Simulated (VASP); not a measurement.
# La2O3 (P-3m1) in VASP: notebook

La2O3 is run at these levels: RPBE, r2SCAN+D4; tasks: single point.

All numbers are computed with VASP 6.6.1; they aren't measurements. Logs are shortened: lines on timing, memory, paths and dates and some standing lists are left out, and cuts for length are marked.

## 1. The cell of the first run

It takes space group P-3m1 (No. 164, trigonal). The conventional cell has a = 3.964 Å, b = 3.964 Å, c = 6.290 Å, α = 90.00°, β = 90.00°, γ = 120.00°. Within 3.1 Å of La (site symmetry 3m) lie 7 O at 2.38 to 2.77 Å. O (site symmetry 3m) has 4 La at 2.38 to 2.49 Å and 6 O at 2.93 to 3.20 Å within 3.2 Å. O (site symmetry -3m) has 6 La at 2.77 Å and 6 O at 3.20 Å within 3.7 Å.

## 2. Single point, RPBE

INCAR

```
  ALGO = Normal
  EDIFF = 1E-6
  ENCUT = 520
  GGA = RP
  ISIF = 2
  ISMEAR = 0
  LASPH = True
  LCHARG = True
  LELF = True
  LREAL = False
  LVHAR = True
  LWAVE = False
  NBANDS = 28
  NELM = 60
  PREC = Accurate
  SIGMA = 0.01
```

KPOINTS

```
k-points
0
Gamma
  6 6 4
```

POSCAR

```
La2O3
1.0
    3.9637689553      0.0000000000      0.0000000000
   -1.9818844777      3.4327246100      0.0000000000
    0.0000000000      0.0000000000      6.2895962242
La O
2 3
Direct
    0.6666666667      0.3333333333      0.7512463834
    0.3333333333      0.6666666667      0.2487536166
    0.6666666667      0.3333333333      0.3550038566
    0.3333333333      0.6666666667      0.6449961434
    0.0000000000      0.0000000000      0.0000000000
```

Potentials or basis: VASP PAW PBE potentials, release 64 (La, O).

The run is started by

```sh
$ cat potpaw_PBE.64/La/POTCAR potpaw_PBE.64/O/POTCAR > POTCAR
$ mpirun -np 1 vasp_std > vasp.out
```

OUTCAR:

```text
EDIFF = 1E-6
   ENCUT = 520
   GGA = RP
   ISIF = 2
   ISMEAR = 0
   LASPH = True
   LREAL = False
   NELM = 60
   PREC = Accurate

 ion  position               nearest neighbor table
   1  0.667  0.333  0.751-   4 2.38   4 2.38   4 2.38   3 2.49   5 2.77   5 2.77   5 2.77
   2  0.333  0.667  0.249-   3 2.38   3 2.38   3 2.38   4 2.49   5 2.77   5 2.77   5 2.77
   3  0.667  0.333  0.355-   2 2.38   2 2.38   2 2.38   1 2.49
   4  0.333  0.667  0.645-   1 2.38   1 2.38   1 2.38   2 2.49
   5  0.000  0.000  0.000-   1 2.77   2 2.77   1 2.77   2 2.77   1 2.77   2 2.77

  LATTYP: Found a hexagonal cell.
 ALAT       =     3.9637689553
 C/A-ratio  =     1.5867716547

  Lattice vectors:

 A1 = (   3.9637689553,   0.0000000000,   0.0000000000)
 A2 = (  -1.9818844777,   3.4327246100,   0.0000000000)
 A3 = (   0.0000000000,   0.0000000000,   6.2895962242)

Analysis of symmetry for initial positions (statically):
=====================================================================
 Subroutine PRICEL returns:
 Original cell was already a primitive cell.

 Routine SETGRP: Setting up the symmetry group for a
 hexagonal supercell.

 Subroutine GETGRP returns: Found 12 space group operations
 (whereof 12 operations were pure point group operations)
 out of a pool of 24 trial point group operations.

The static configuration has the point symmetry D_3d.

Analysis of symmetry for dynamics (positions and initial velocities):
=====================================================================
 Subroutine PRICEL returns:
 Original cell was already a primitive cell.

 Routine SETGRP: Setting up the symmetry group for a
 hexagonal supercell.

 Subroutine GETGRP returns: Found 12 space group operations
 (whereof 12 operations were pure point group operations)
 out of a pool of 24 trial point group operations.

The dynamic configuration has the point symmetry D_3d.

 Subroutine INISYM returns: Found 12 space group operations
 (whereof 12 operations are pure point group operations),
 and found     1 'primitive' translations

----------------------------------------------------------------------------------------

                                     Primitive cell

  volume of cell :      85.5796

  direct lattice vectors                    reciprocal lattice vectors
     3.963768955  0.000000000  0.000000000     0.252285139  0.145656893  0.000000000
    -1.981884478  3.432724610  0.000000000     0.000000000  0.291313785  0.000000000
     0.000000000  0.000000000  6.289596224     0.000000000  0.000000000  0.158992718

  length of vectors
     3.963768955  3.963768955  6.289596224     0.291313785  0.291313785  0.158992718

  position of ions in fractional coordinates (direct lattice)
     0.666666667  0.333333333  0.751246383
     0.333333333  0.666666667  0.248753617
     0.666666667  0.333333333  0.355003857
     0.333333333  0.666666667  0.644996143
     0.000000000  0.000000000  0.000000000

  ion indices of the primitive-cell ions
   primitive index   ion index
                 1           1
                 2           2
                 3           3
                 4           4
                 5           5

----------------------------------------------------------------------------------------

 KPOINTS: k-points

Automatic generation of k-mesh.
 Grid dimensions read from file:
 generate k-points for:    6    6    4

 Generating k-lattice:

  Cartesian coordinates                     Fractional coordinates (reciprocal lattice)
     0.042047523  0.024276149  0.000000000     0.166666667 -0.000000000  0.000000000
     0.000000000  0.048552298  0.000000000     0.000000000  0.166666667  0.000000000
     0.000000000  0.000000000  0.039748180     0.000000000  0.000000000  0.250000000

  Length of vectors
     0.048552298  0.048552298  0.039748180

  Shift w.r.t. Gamma in fractional coordinates (k-lattice)
     0.000000000  0.000000000  0.000000000

 Subroutine IBZKPT returns following result:
 ===========================================

 Found     24 irreducible k-points:

 Following reciprocal coordinates:
            Coordinates               Weight
  0.000000  0.000000  0.000000      1.000000
  0.166667 -0.000000  0.000000      6.000000
  0.333333 -0.000000  0.000000      6.000000
  0.500000  0.000000  0.000000      3.000000
  0.166667  0.166667  0.000000      6.000000
  0.333333  0.166667  0.000000     12.000000
[... 16 lines left out ...]
  0.333333  0.166667  0.500000     12.000000
  0.333333  0.333333  0.500000      2.000000
   k-points           NKPTS =     24   k-points in BZ     NKDIM =     24   number of bands    NBANDS=     28
   number of dos      NEDOS =    301   number of ions     NIONS =      5
   total plane-waves  NPLWV =  43200
   dimension x,y,z NGX =    30 NGY =   30 NGZ =   48
   dimension x,y,z NGXF=    60 NGYF=   60 NGZF=   96
   ions per type =               2   3
   NGX,Y,Z   is equivalent  to a cutoff of  12.58, 12.58, 12.69 a.u.
   NGXF,Y,Z  is equivalent  to a cutoff of  25.16, 25.16, 25.37 a.u.
 SYSTEM =  unknown system
   PREC   = accura    normal or accurate (medium, high low for compatibility)
   ISTART =      0    job   : 0-new  1-cont  2-samecut
   ICHARG =      2    charge: 1-file 2-atom 10-const
   ISPIN  =      1    spin polarized calculation?
   LNONCOLLINEAR =      F non collinear calculations
   LSORBIT =      F    spin-orbit coupling
   LASPH  =      T    aspherical Exc in radial PAW
   ENCUT  =  520.0 eV  38.22 Ry    6.18 a.u.   7.37  7.37 11.69*2*pi/ulx,y,z
   NELM   =     60;   NELMIN=  2; NELMDL= -5     # of ELM steps
   EDIFF  = 0.1E-05   stopping-criterion for ELM
   LREAL  =      F    real-space projection
   EDIFFG = 0.1E-04   stopping-criterion for IOM
   NSW    =      0    number of steps for IOM
   IBRION =     -1    ionic relax: 0-MD 1-quasi-New 2-CG
   NFREE  =      0    steps in history (QN), initial steepest desc. (CG)
   ISIF   =      2    stress and relaxation
   ISYM   =      2    0-nonsym 1-usesym 2-fastsym
   POTIM  = 0.5000    time-step for ionic-motion
   TEBEG  =    0.0;   TEEND  =   0.0 temperature during run
   PSTRESS=    0.0 pullay stress
   NELECT =      40.0000    total number of electrons
   NUPDOWN=      -1.0000    fix difference up-down
   EMIN   =  10.00;   EMAX   =-10.00  energy-range for DOS
   EFERMI =   0.00;   METHOD = LEGACY
   ISMEAR =     0;   SIGMA  =   0.01  broadening in eV -4-tet -1-fermi 0-gaus
   EFERMI_NEDOS =   21; number of points for ismear=-14 and -15
   IALGO  =     38    algorithm
   IMIX   =      4    mixing-type and parameters
     AMIX     =   0.40;   BMIX     =  1.00
     AMIX_MAG =   1.60;   BMIX_MAG =  1.00
  volume/ion in A,a.u.               =      17.12       115.50
  Fermi-wavevector in a.u.,A,eV,Ry     =   1.270491  2.400879 21.961796  1.614146
  Thomas-Fermi vector in A             =   2.403475
   LORBIT       =      0    0 simple, 1 ext, 2 COOP (PROOUT), +10 PAW based schemes
   GGA     = RP    functional components
   LHFCALC =     F    Hartree Fock is set to
   AEXX    =    0.0000 exact exchange contribution
   IVDW    =     0    specifies the selected vdW correction
   LEPSILON=     F    determine dielectric tensor
   LRPA    =     F    only Hartree local field effects (RPA)
 non-spin polarized calculation
 Gauss-broadening in eV      SIGMA  =   0.01
  energy-cutoff  :      520.00
  volume of cell :       85.58
 maximum number of plane-waves:      2364
 NGX is ok and might be reduce to    30
   NGX = 15   NGY = 15   NGZ = 23

 number of electron      39.9999986 magnetization

 Free energy of the ion-electron system (eV)
  ---------------------------------------------------
  ext. energy  EPLUGINS =         0.00000000
  ---------------------------------------------------
  free energy    TOTEN  =       -39.91078983 eV

  energy without entropy =      -39.91078983  energy(sigma->0) =      -39.91078983

 E-fermi :   5.7886     XC(G=0): -10.0146

 val. band max:        5.6789972268   @ k =   0.5000   0.0000   0.5000
 cond. band min:       9.5649364876   @ k =   0.5000   0.0000   0.0000
 fundamental gap:      3.8859392608
 Fermi energy:         5.7886150505

 k-point     1 :       0.0000    0.0000    0.0000
  band No.  band energies     occupation
      1     -24.3240      2.00000
      2     -24.1408      2.00000
      3     -11.1739      2.00000
      4     -10.0253      2.00000
      5      -9.5282      2.00000
      6      -7.7811      2.00000
[... 20 lines left out ...]
     27      10.8132      0.00000
     28      10.9621      0.00000

 k-point     2 :       0.1667   -0.0000    0.0000
  band No.  band energies     occupation
      1     -24.2857      2.00000
      2     -24.1236      2.00000
      3     -11.2070      2.00000
      4     -10.4606      2.00000
      5      -9.7869      2.00000
      6      -7.8682      2.00000
[... 20 lines left out ...]
     27      10.9239      0.00000
     28      10.9815      0.00000

 k-point     3 :       0.3333   -0.0000    0.0000
  band No.  band energies     occupation
      1     -24.2011      2.00000
      2     -24.0952      2.00000
      3     -11.4085      2.00000
      4     -11.1422      2.00000
      5      -9.7981      2.00000
      6      -8.0230      2.00000
[... 20 lines left out ...]
     27      10.8631      0.00000
     28      10.8721      0.00000

 k-point     4 :       0.5000    0.0000    0.0000
  band No.  band energies     occupation
      1     -24.1490      2.00000
      2     -24.0900      2.00000
      3     -11.5147      2.00000
      4     -11.4675      2.00000
      5      -9.6025      2.00000
      6      -8.3008      2.00000
[... 20 lines left out ...]
     27      10.7791      0.00000
     28      10.8514      0.00000

 k-point     5 :       0.1667    0.1667    0.0000
  band No.  band energies     occupation
      1     -24.2239      2.00000
      2     -24.1010      2.00000
      3     -11.3424      2.00000
      4     -10.9479      2.00000
      5      -9.9154      2.00000
      6      -8.0678      2.00000
[... 20 lines left out ...]
     27      10.8782      0.00000
     28      10.9016      0.00000

 k-point     6 :       0.3333    0.1667    0.0000
  band No.  band energies     occupation
      1     -24.1498      2.00000
      2     -24.0892      2.00000
      3     -11.5091      2.00000
      4     -11.3798      2.00000
      5      -9.8403      2.00000
      6      -8.2388      2.00000
[... 463 lines left out ...]
      5      -9.4685      2.00000
      6      -7.9498      2.00000
[... 20 lines left out ...]
     27      10.7863      0.00000
     28      10.8147      0.00000

 k-point    22 :       0.1667    0.1667    0.5000
  band No.  band energies     occupation
      1     -24.1745      2.00000
      2     -24.1512      2.00000
      3     -11.3944      2.00000
      4     -11.0238      2.00000
      5      -9.6551      2.00000
      6      -7.9772      2.00000
[... 20 lines left out ...]
     27      10.8355      0.00000
     28      10.9032      0.00000

 k-point    23 :       0.3333    0.1667    0.5000
  band No.  band energies     occupation
      1     -24.1257      2.00000
      2     -24.1130      2.00000
      3     -11.5999      2.00000
      4     -11.4116      2.00000
      5      -9.7080      2.00000
      6      -8.1432      2.00000
[... 20 lines left out ...]
     27      10.8245      0.00000
     28      10.8373      0.00000

 k-point    24 :       0.3333    0.3333    0.5000
  band No.  band energies     occupation
      1     -24.1048      2.00000
      2     -24.1048      2.00000
      3     -11.5567      2.00000
      4     -11.5567      2.00000
      5      -9.9263      2.00000
      6      -8.3220      2.00000
[... 20 lines left out ...]
     27      10.7939      0.00000
     28      10.8364      0.00000

------------------------ aborting loop because EDIFF is reached ----------------------------------------

  FORCE on cell =-STRESS in cart. coord.  units (eV):
  Direction    XX          YY          ZZ          XY          YZ          ZX
  --------------------------------------------------------------------------------------
  -------------------------------------------------------------------------------------
  Total       -0.1963590     -0.1963590     -0.1595893      0.0000000      0.0000000      0.0000000
  in kB       -3.6761339     -3.6761339     -2.9877508      0.0000000      0.0000000      0.0000000
  external PRESSURE =      -3.4466729 kB  Pullay stress =       0.0000000 kB

 VOLUME and BASIS-vectors are now :
 -----------------------------------------------------------------------------
  energy-cutoff  :      520.00
  volume of cell :       85.58
      direct lattice vectors                 reciprocal lattice vectors
     3.963768955  0.000000000  0.000000000     0.252285139  0.145656893  0.000000000
    -1.981884478  3.432724610  0.000000000     0.000000000  0.291313785  0.000000000
     0.000000000  0.000000000  6.289596224     0.000000000  0.000000000  0.158992718

 POSITION                                       TOTAL-FORCE (eV/Angst)
 -----------------------------------------------------------------------------------
      1.98188      1.14424      4.72504         0.000000      0.000000     -0.020027
     -0.00000      2.28848      1.56456        -0.000000     -0.000000      0.020027
      1.98188      1.14424      2.23283         0.000000      0.000000     -0.005891
     -0.00000      2.28848      4.05677        -0.000000     -0.000000      0.005891
      0.00000      0.00000      0.00000         0.000000      0.000000     -0.000000
 -----------------------------------------------------------------------------------
    total drift:                               -0.000000      0.000000     -0.000000

  FREE ENERGIE OF THE ION-ELECTRON SYSTEM (eV)
  ---------------------------------------------------
  free  energy   TOTEN  =       -39.9107898259 eV

  energy  without entropy=      -39.9107898259  energy(sigma->0) =      -39.91078983
```

Run time: 1.8 min. Hardware: 1 thread of Intel Xeon Platinum 8488C (Sapphire Rapids), shared host; peak memory 0.22 GiB.

Results:

| Item | Value |
| --- | --- |
| Free energy | -39.9108 eV |
| Pressure | -0.3 GPa |
| Largest force | 0.020 eV/Å |
| Band gap on the k mesh | 3.89 eV (least direct gap 4.08 eV) |

Forces on the atoms (eV/Å):
```
La   0.000  0.000 -0.020
La   0.000  0.000  0.020
O    0.000  0.000 -0.006
O    0.000  0.000  0.006
O    0.000  0.000  0.000
```

Levels at points of the mesh, in eV from the valence-band top:
| k point | band 17 | band 18 | band 19 | band 20 | band 21 | band 22 | band 23 | band 24 |
| --- | --- | --- | --- | --- | --- | --- | --- | --- |
| (0.00, 0.00, 0.00) | -1.52 | -0.28 | -0.28 | -0.05 | 4.26 | 4.61 | 4.61 | 4.97 |
| (0.50, 0.00, 0.00) | -0.70 | -0.65 | -0.37 | -0.26 | 3.89 | 4.59 | 4.93 | 5.03 |
| (0.00, 0.00, 0.50) | -0.92 | -0.67 | -0.21 | -0.21 | 4.57 | 4.67 | 4.67 | 4.74 |
| (0.50, 0.00, 0.50) | -0.95 | -0.61 | -0.34 | 0.00 | 4.31 | 4.54 | 4.85 | 4.97 |

Caveat: the PAW data sets were made with another functional, which shifts forces and pressure a little; spin-orbit coupling is left out, which moves the levels of the heavy elements. A k mesh can miss the band edges.

(Part 1 of 2 ends here.)
